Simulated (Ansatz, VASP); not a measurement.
InSe2: VASP beside Ansatz

Contents of INCAR:

```
ALGO     = Normal         # electronic algorithm
EDIFF    = 1E-7           # SCF threshold, eV
ENCUT    = 520            # plane-wave cutoff, eV
GGA      = PE             # functional
ISIF     = 2              # what is computed and relaxed
ISMEAR   = 0              # smearing method
LASPH    = True           # aspherical terms in the spheres
LCHARG   = False          # write CHGCAR
LREAL    = False          # projectors in reciprocal space
LWAVE    = False          # write WAVECAR
NBANDS   = 34             # bands
NELM     = 100            # most SCF steps
PREC     = Accurate       # precision mode
SIGMA    = 0.1            # smearing width, eV
```

File KPOINTS:

```
k-points
0
Gamma
  12 12 6
```

Contents of POSCAR:

```
InSe2
1.0
    3.8948930000      0.0000000000      0.0000000000
    0.0000000000      3.8948930000      0.0000000000
    0.0000000000      0.0000000000      9.6262310000
In Se
2 4
Direct
    0.0000000000      0.5000000000      0.7064680000
    0.5000000000      0.0000000000      0.2935320000
    0.0000000000      0.5000000000      0.3662120000
    0.5000000000      0.0000000000      0.6337880000
    0.0000000000      0.0000000000      0.0000000000
    0.5000000000      0.5000000000      0.0000000000
```

Input for Ansatz:

```yaml
crystal:
  lattice:
    - [3.894893, 0.0, 0.0]
    - [0.0, 3.894893, 0.0]
    - [0.0, 0.0, 9.626231]
  atoms:
    - { symbol: In, position: [0.0, 0.5, 0.706468] }
    - { symbol: In, position: [0.5, 0.0, 0.293532] }
    - { symbol: Se, position: [0.0, 0.5, 0.366212] }
    - { symbol: Se, position: [0.5, 0.0, 0.633788] }
    - { symbol: Se, position: [0.0, 0.0, 0.0] }
    - { symbol: Se, position: [0.5, 0.5, 0.0] }
basis:
  ecutwfc: 420
kpoints:
  mp_grid: { grid: [12, 12, 6] }
hamiltonian:
  xc: pbe
scf:
  occupations: { method: gaussian, width: 0.1 }
output:
  forces: true
  stress: true
  eigenvalues: true
```

Alike in both runs: task single point; functional PBE; k mesh 12 × 12 × 6; occupations gaussian, width 0.1 eV; no spin polarisation.

|  | VASP | Ansatz |
| --- | --- | --- |
| version | VASP 6.6.1 | Ansatz 0.2.0 |
| potentials or method | VASP PAW PBE potentials, release 64 (In_d, Se), cutoff 520 eV | scalar-relativistic, plane waves, PAW |
| valence electrons in the cell | 50 | 90 |

|  | VASP | Ansatz | Ansatz less VASP |
| --- | --- | --- | --- |
| gap on the k mesh at the Fermi level (eV) | none | none | - |
| pressure (GPa) | -0.2 | -0.2 | -0.02 |
| traceless stress, the component that is largest in VASP (GPa) | 0.73 | 0.75 | +0.017 |
| rms of the force components (eV/Å) | 0.026 | 0.026 | +0.0002 |

Atom by atom the forces differ by 0.000 eV/Å (rms over components). A gap of «none» marks a metal or a gap that the smearing closes. VASP's potentials hold 50 valence electrons a cell and Ansatz's 90, so a difference there can come from the potentials and not from the codes.
